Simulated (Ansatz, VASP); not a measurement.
**One calculation of SiC, two programs**

File INCAR:

```
SYSTEM = SiC
PREC = Accurate ; ENCUT = 520
EDIFF = 1E-6 ; ISMEAR = 0
SIGMA = 0.01 ; LREAL = .False.
LASPH = .True. ; NELM = 60
ALGO = Normal ; ISIF = 2
LWAVE = .False. ; LCHARG = .False.
GGA = PS ; NBANDS = 16
```

The input KPOINTS:

```
Automatic mesh
0
Gamma
  8 8 6
  0 0 0
```

The input POSCAR:

```
SiC
1.0
    3.0911508166      0.0000000000      0.0000000000
   -1.5455754083      2.6770151341      0.0000000000
    0.0000000000      0.0000000000      5.0424016012
Si C
2 2
Direct
    0.3333333333      0.6666666667      0.0042573171
    0.6666666667      0.3333333333      0.5042573171
    0.3333333333      0.6666666667      0.3807426829
    0.6666666667      0.3333333333      0.8807426829
```

Input for Ansatz:

```yaml
crystal:
  lattice:
    - [3.09115081655, 0.0, 0.0]
    - [-1.54557540828, 2.67701513406, 0.0]
    - [0.0, 0.0, 5.04240160121]
  atoms:
    - { symbol: Si, position: [0.333333333333, 0.666666666667, 0.004257317107] }
    - { symbol: Si, position: [0.666666666667, 0.333333333333, 0.504257317107] }
    - { symbol: C, position: [0.333333333333, 0.666666666667, 0.380742682893] }
    - { symbol: C, position: [0.666666666667, 0.333333333333, 0.880742682893] }
kpoints:
  mp_grid: { grid: [8, 8, 6] }
scf:
  occupations: { method: fixed }
  convergence: { dr2_threshold: 1.0e-10 }
hamiltonian:
  xc: pbesol
  pseudopotentials: { kind: all_electron, lapw: { basis_error: 0.0005 } }
output:
  forces: true
  stress: true
  eigenstates:
    kpoints:
      - [0.0, 0.0, 0.0]
      - [-0.666666667, 0.333333333, 0.0]
      - [0.5, -0.5, 0.0]
      - [0.0, 0.5, 0.0]
      - [0.5, 0.0, 0.0]
      - [0.0, 0.0, -0.5]
      - [-0.5, 0.0, -0.5]
      - [-0.5, 0.5, -0.5]
      - [0.0, -0.5, -0.5]
  eigenvalues: true
```

Change from the starting cell: film at in-plane strain +0.005.

Alike in both runs: task single point; functional PBEsol; k mesh 8 × 8 × 6; no spin polarisation.

```csv
,VASP,Ansatz
version,VASP 6.6.1,Ansatz 0.2.0
potentials or method,"VASP PAW PBE potentials, release 64 (Si, C), cutoff 520 eV","all-electron LAPW, scalar-relativistic"
occupations,"gaussian, width 0.01 eV",fixed
```

VASP gave:

| Item | Value |
| --- | --- |
| gap on the k mesh at the Fermi level (eV) | 2.43 |
| pressure (GPa) | -1.6 |
| traceless stress, the component that is largest in VASP (GPa) | 1.95 |

Estimate Ansatz's values.

gap on the k mesh at the Fermi level (eV): 2.44; pressure (GPa): -2.0; traceless stress, the component that is largest in VASP (GPa): 1.95.

VASP's potentials were made for PBE, not for PBEsol. Ansatz ran all-electron here, and VASP with PAW potentials.
